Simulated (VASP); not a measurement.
A run of VASP 6.6.1 is set up as follows.

INCAR

```
SYSTEM = Ag2Ir
  ALGO = Fast
  EDIFF = 1E-6
  ENCUT = 520
  GGA = PE
  ISIF = 2
  ISMEAR = 0
  LASPH = .True.
  LCHARG = .False.
  LREAL = .False.
  LWAVE = .False.
  NBANDS = 22
  NELM = 60
  PREC = Accurate
  SIGMA = 0.1
```

KPOINTS

```
k-points
0
Gamma
  24 24 24
  0 0 0
```

The input POSCAR:

```
Ag2Ir
1.0
   -1.3747125287      1.3747125287      6.5343973274
    1.3747125287     -1.3747125287      6.5343973274
    1.3747125287      1.3747125287     -6.5343973274
Ag Ir
2 1
Direct
    0.6638659075      0.6638659075      0.0000000000
    0.3361340925      0.3361340925      0.0000000000
    0.0000000000      0.0000000000      0.0000000000
```

Potentials or basis: VASP PAW PBE potentials, release 64 (Ag, Ir).

Command:

```console
$ cat potpaw_PBE.64/Ag/POTCAR potpaw_PBE.64/Ir/POTCAR > POTCAR
$ mpirun -np 1 vasp_std > vasp.out
```

What does it give for the pressure?

-0.2 GPa.

Estimate the band gap on the k mesh.

zero (an odd number of electrons rules out a gap without spin polarisation).

Forces on the atoms (eV/Å):
```
Ag   0.000  0.000  0.003
Ag   0.000  0.000 -0.003
Ir   0.000  0.000  0.000
```

Caveat: spin-orbit coupling is left out, which moves the levels of the heavy elements.
